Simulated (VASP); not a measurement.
# MgO (Fm-3m) in VASP: a series of runs

MgO is run at these levels: PBEsol; tasks: single point.

Program: VASP 6.6.1. These are calculated values, not measurements. Logs are shortened: lines on timing, memory, paths and dates and some standing lists are left out, and cuts for length are marked.

## (1) The cell of the first run

Symmetry: Fm-3m, No. 225, cubic system. The conventional cell has a = 4.180 Å, b = 4.180 Å, c = 4.180 Å, α = 90.00°, β = 90.00°, γ = 90.00°. Mg (site symmetry m-3m) has 6 O at 2.09 Å within 2.8 Å. Within 2.8 Å of O (site symmetry m-3m) lie 6 Mg at 2.09 Å.

## (2) Single point, PBEsol

The input, INCAR:

```
SYSTEM = MgO
PREC = Accurate
ENCUT = 520
EDIFF = 1E-6
ISMEAR = 0
SIGMA = 0.01
LREAL = .FALSE.
LASPH = .TRUE.
NELM = 100
ALGO = Normal
ISIF = 2
LWAVE = .FALSE.
LCHARG = .TRUE.
GGA = PS
LELF = .TRUE.
LVHAR = .TRUE.
NBANDS = 11
```

The input, KPOINTS:

```
Automatic mesh
0
G
  10 10 10
  0 0 0
```

The input, POSCAR:

```
MgO
1.0
    0.0000000000      2.0901832219      2.0901832219
    2.0901832219      0.0000000000      2.0901832219
    2.0901832219      2.0901832219      0.0000000000
Mg O
1 1
Direct
    0.0000000000      0.0000000000      0.0000000000
    0.5000000000      0.5000000000      0.5000000000
```

Potentials or basis: VASP PAW PBE potentials, release 64 (Mg, O).

On the command line:

```bash
cat potpaw_PBE.64/Mg/POTCAR potpaw_PBE.64/O/POTCAR > POTCAR
mpirun -np 1 vasp_std > vasp.out
```

OUTCAR:

```text
SYSTEM = MgO
   PREC = Accurate
   ENCUT = 520
   EDIFF = 1E-6
   ISMEAR = 0
   LREAL = .FALSE.
   LASPH = .TRUE.
   NELM = 100
   ISIF = 2
   GGA = PS

 ion  position               nearest neighbor table
   1  0.000  0.000  0.000-   2 2.09   2 2.09   2 2.09   2 2.09   2 2.09   2 2.09
   2  0.500  0.500  0.500-   1 2.09   1 2.09   1 2.09   1 2.09   1 2.09   1 2.09

  LATTYP: Found a face centered cubic cell.
 ALAT       =     4.1803664438

  Lattice vectors:

 A1 = (   0.0000000000,   2.0901832219,   2.0901832219)
 A2 = (   2.0901832219,   0.0000000000,   2.0901832219)
 A3 = (   2.0901832219,   2.0901832219,   0.0000000000)

Analysis of symmetry for initial positions (statically):
=====================================================================
 Subroutine PRICEL returns:
 Original cell was already a primitive cell.

 Routine SETGRP: Setting up the symmetry group for a
 face centered cubic supercell.

 Subroutine GETGRP returns: Found 48 space group operations
 (whereof 48 operations were pure point group operations)
 out of a pool of 48 trial point group operations.

The static configuration has the point symmetry O_h .

Analysis of symmetry for dynamics (positions and initial velocities):
=====================================================================
 Subroutine PRICEL returns:
 Original cell was already a primitive cell.

 Routine SETGRP: Setting up the symmetry group for a
 face centered cubic supercell.

 Subroutine GETGRP returns: Found 48 space group operations
 (whereof 48 operations were pure point group operations)
 out of a pool of 48 trial point group operations.

The dynamic configuration has the point symmetry O_h .

 Subroutine INISYM returns: Found 48 space group operations
 (whereof 48 operations are pure point group operations),
 and found     1 'primitive' translations

----------------------------------------------------------------------------------------

                                     Primitive cell

  volume of cell :      18.2635

  direct lattice vectors                    reciprocal lattice vectors
     0.000000000  2.090183222  2.090183222    -0.239213479  0.239213479  0.239213479
     2.090183222  0.000000000  2.090183222     0.239213479 -0.239213479  0.239213479
     2.090183222  2.090183222  0.000000000     0.239213479  0.239213479 -0.239213479

  length of vectors
     2.955965460  2.955965460  2.955965460     0.414329899  0.414329899  0.414329899

  position of ions in fractional coordinates (direct lattice)
     0.000000000  0.000000000  0.000000000
     0.500000000  0.500000000  0.500000000

  ion indices of the primitive-cell ions
   primitive index   ion index
                 1           1
                 2           2

----------------------------------------------------------------------------------------

 KPOINTS: Automatic mesh

Automatic generation of k-mesh.
 Grid dimensions read from file:
 generate k-points for:   10   10   10

 Generating k-lattice:

  Cartesian coordinates                     Fractional coordinates (reciprocal lattice)
    -0.023921348  0.023921348  0.023921348     0.100000000  0.000000000  0.000000000
     0.023921348 -0.023921348  0.023921348     0.000000000  0.100000000  0.000000000
     0.023921348  0.023921348 -0.023921348     0.000000000  0.000000000  0.100000000

  Length of vectors
     0.041432990  0.041432990  0.041432990

  Shift w.r.t. Gamma in fractional coordinates (k-lattice)
     0.000000000  0.000000000  0.000000000

 Subroutine IBZKPT returns following result:
 ===========================================

 Found     47 irreducible k-points:

 Following reciprocal coordinates:
            Coordinates               Weight
  0.000000  0.000000  0.000000      1.000000
  0.100000  0.000000  0.000000      8.000000
  0.200000  0.000000  0.000000      8.000000
  0.300000  0.000000  0.000000      8.000000
  0.400000  0.000000  0.000000      8.000000
  0.500000  0.000000  0.000000      4.000000
[... 16 lines left out ...]
  0.300000  0.300000  0.000000      6.000000
  0.400000  0.300000  0.000000     24.000000
 [... further k-points ...]
   k-points           NKPTS =     47   k-points in BZ     NKDIM =     47   number of bands    NBANDS=     11
   number of dos      NEDOS =    301   number of ions     NIONS =      2
   total plane-waves  NPLWV =  13824
   dimension x,y,z NGX =    24 NGY =   24 NGZ =   24
   dimension x,y,z NGXF=    48 NGYF=   48 NGZF=   48
   ions per type =               1   1
   NGX,Y,Z   is equivalent  to a cutoff of  13.50, 13.50, 13.50 a.u.
   NGXF,Y,Z  is equivalent  to a cutoff of  27.00, 27.00, 27.00 a.u.
 SYSTEM =  MgO
   PREC   = accura    normal or accurate (medium, high low for compatibility)
   ISTART =      0    job   : 0-new  1-cont  2-samecut
   ICHARG =      2    charge: 1-file 2-atom 10-const
   ISPIN  =      1    spin polarized calculation?
   LNONCOLLINEAR =      F non collinear calculations
   LSORBIT =      F    spin-orbit coupling
   LASPH  =      T    aspherical Exc in radial PAW
   ENCUT  =  520.0 eV  38.22 Ry    6.18 a.u.   5.50  5.50  5.50*2*pi/ulx,y,z
   NELM   =    100;   NELMIN=  2; NELMDL= -5     # of ELM steps
   EDIFF  = 0.1E-05   stopping-criterion for ELM
   LREAL  =      F    real-space projection
   EDIFFG = 0.1E-04   stopping-criterion for IOM
   NSW    =      0    number of steps for IOM
   IBRION =     -1    ionic relax: 0-MD 1-quasi-New 2-CG
   NFREE  =      0    steps in history (QN), initial steepest desc. (CG)
   ISIF   =      2    stress and relaxation
   ISYM   =      2    0-nonsym 1-usesym 2-fastsym
   POTIM  = 0.5000    time-step for ionic-motion
   TEBEG  =    0.0;   TEEND  =   0.0 temperature during run
   PSTRESS=    0.0 pullay stress
   NELECT =       8.0000    total number of electrons
   NUPDOWN=      -1.0000    fix difference up-down
   EMIN   =  10.00;   EMAX   =-10.00  energy-range for DOS
   EFERMI =   0.00;   METHOD = LEGACY
   ISMEAR =     0;   SIGMA  =   0.01  broadening in eV -4-tet -1-fermi 0-gaus
   EFERMI_NEDOS =   21; number of points for ismear=-14 and -15
   IALGO  =     38    algorithm
   IMIX   =      4    mixing-type and parameters
     AMIX     =   0.40;   BMIX     =  1.00
     AMIX_MAG =   1.60;   BMIX_MAG =  1.00
  volume/ion in A,a.u.               =       9.13        61.62
  Fermi-wavevector in a.u.,A,eV,Ry     =   1.243303  2.349503 21.031933  1.545803
  Thomas-Fermi vector in A             =   2.377620
   LORBIT       =      0    0 simple, 1 ext, 2 COOP (PROOUT), +10 PAW based schemes
   GGA     = PS    functional components
   LHFCALC =     F    Hartree Fock is set to
   AEXX    =    0.0000 exact exchange contribution
   IVDW    =     0    specifies the selected vdW correction
   LEPSILON=     F    determine dielectric tensor
   LRPA    =     F    only Hartree local field effects (RPA)
 non-spin polarized calculation
 Gauss-broadening in eV      SIGMA  =   0.01
  energy-cutoff  :      520.00
  volume of cell :       18.26
 maximum number of plane-waves:       531
 NGX is ok and might be reduce to    24
   NGX = 11   NGY = 11   NGZ = 11

 number of electron       8.0000003 magnetization

 Free energy of the ion-electron system (eV)
  ---------------------------------------------------
  ext. energy  EPLUGINS =         0.00000000
  ---------------------------------------------------
  free energy    TOTEN  =       -12.50774662 eV

  energy without entropy =      -12.50774662  energy(sigma->0) =      -12.50774662

 E-fermi :   3.3896     XC(G=0): -11.4205

 val. band max:        3.2395837439   @ k =   0.0000   0.0000   0.0000
 cond. band min:       8.0957682473   @ k =   0.0000   0.0000   0.0000
 fundamental gap:      4.8561845035
 Fermi energy:         3.3896368998

 k-point     1 :       0.0000    0.0000    0.0000
  band No.  band energies     occupation
      1     -14.0857      2.00000
      2       3.2396      2.00000
      3       3.2396      2.00000
      4       3.2396      2.00000
      5       8.0958      0.00000
      6      18.9967      0.00000
      7      18.9967      0.00000
      8      18.9967      0.00000
      9      22.8994      0.00000
     10      24.8099      0.00000
     11      24.8099      0.00000

 k-point     2 :       0.1000    0.0000    0.0000
  band No.  band energies     occupation
      1     -13.9734      2.00000
      2       2.5717      2.00000
      3       3.1681      2.00000
      4       3.1681      2.00000
      5       8.7274      0.00000
      6      17.7288      0.00000
      7      19.2469      0.00000
      8      19.2469      0.00000
      9      24.1174      0.00000
     10      24.1174      0.00000
     11      24.6215      0.00000

 k-point     3 :       0.2000    0.0000    0.0000
  band No.  band energies     occupation
      1     -13.6646      2.00000
      2       1.2107      2.00000
      3       2.9872      2.00000
      4       2.9872      2.00000
      5       9.9169      0.00000
      6      16.2297      0.00000
      7      19.7670      0.00000
      8      19.7670      0.00000
      9      23.4305      0.00000
     10      23.4305      0.00000
     11      25.7222      0.00000

 k-point     4 :       0.3000    0.0000    0.0000
  band No.  band energies     occupation
      1     -13.2455      2.00000
      2      -0.1600      2.00000
      3       2.7749      2.00000
      4       2.7749      2.00000
      5      10.8059      0.00000
      6      15.6152      0.00000
      7      19.9391      0.00000
      8      19.9391      0.00000
      9      23.8582      0.00000
     10      23.8582      0.00000
     11      25.1334      0.00000
[... 239 lines left out ...]
 k-point    22 :      -0.2000    0.2000    0.0000
  band No.  band energies     occupation
      1     -13.1215      2.00000
      2       0.0451      2.00000
      3       1.8421      2.00000
      4       2.7696      2.00000
      5      11.8081      0.00000
      6      15.0988      0.00000
      7      18.4894      0.00000
      8      21.1832      0.00000
      9      21.7168      0.00000
     10      24.7166      0.00000
     11      28.3364      0.00000

 k-point    23 :       0.3000    0.3000    0.0000
  band No.  band energies     occupation
      1     -13.0310      2.00000
      2      -0.0178      2.00000
      3       2.2653      2.00000
      4       2.2653      2.00000
      5      12.2464      0.00000
      6      13.5189      0.00000
      7      17.7965      0.00000
      8      21.3117      0.00000
      9      21.3117      0.00000
     10      27.5167      0.00000
     11      30.9992      0.00000

 k-point    24 :       0.4000    0.3000    0.0000
  band No.  band energies     occupation
      1     -12.7657      2.00000
      2      -0.4630      2.00000
      3       1.8828      2.00000
      4       2.1124      2.00000
      5      12.8972      0.00000
      6      13.3471      0.00000
      7      16.9602      0.00000
      8      21.5818      0.00000
      9      21.7907      0.00000
     10      28.2801      0.00000
     11      30.5908      0.00000

 [... further k-points ...]
[... 5 lines left out ...]
  --------------------------------------------------------------------------------------
  -------------------------------------------------------------------------------------
  Total        0.4014805      0.4014805      0.4014805      0.0000000      0.0000000      0.0000000
  in kB       35.2202116     35.2202116     35.2202116      0.0000000      0.0000000      0.0000000
  external PRESSURE =      35.2202116 kB  Pullay stress =       0.0000000 kB

 VOLUME and BASIS-vectors are now :
 -----------------------------------------------------------------------------
  energy-cutoff  :      520.00
  volume of cell :       18.26
      direct lattice vectors                 reciprocal lattice vectors
     0.000000000  2.090183222  2.090183222    -0.239213479  0.239213479  0.239213479
     2.090183222  0.000000000  2.090183222     0.239213479 -0.239213479  0.239213479
     2.090183222  2.090183222  0.000000000     0.239213479  0.239213479 -0.239213479

 POSITION                                       TOTAL-FORCE (eV/Angst)
 -----------------------------------------------------------------------------------
      0.00000      0.00000      0.00000         0.000000      0.000000      0.000000
      2.09018      2.09018      2.09018        -0.000000     -0.000000     -0.000000
 -----------------------------------------------------------------------------------
    total drift:                               -0.000000     -0.000000      0.000000

  FREE ENERGIE OF THE ION-ELECTRON SYSTEM (eV)
  ---------------------------------------------------
  free  energy   TOTEN  =       -12.5077466187 eV

  energy  without entropy=      -12.5077466187  energy(sigma->0) =      -12.50774662
```

It took 13 s on 1 thread of Intel Xeon 8259CL, shared host; peak memory 0.14 GiB.

What came out:

* Free energy: -12.5077 eV
* Pressure: 3.5 GPa
* Band gap on the k mesh: 4.86 eV, direct

Caveat: the PAW data sets were made with another functional, which shifts forces and pressure a little.

[end of part 1 of 2]
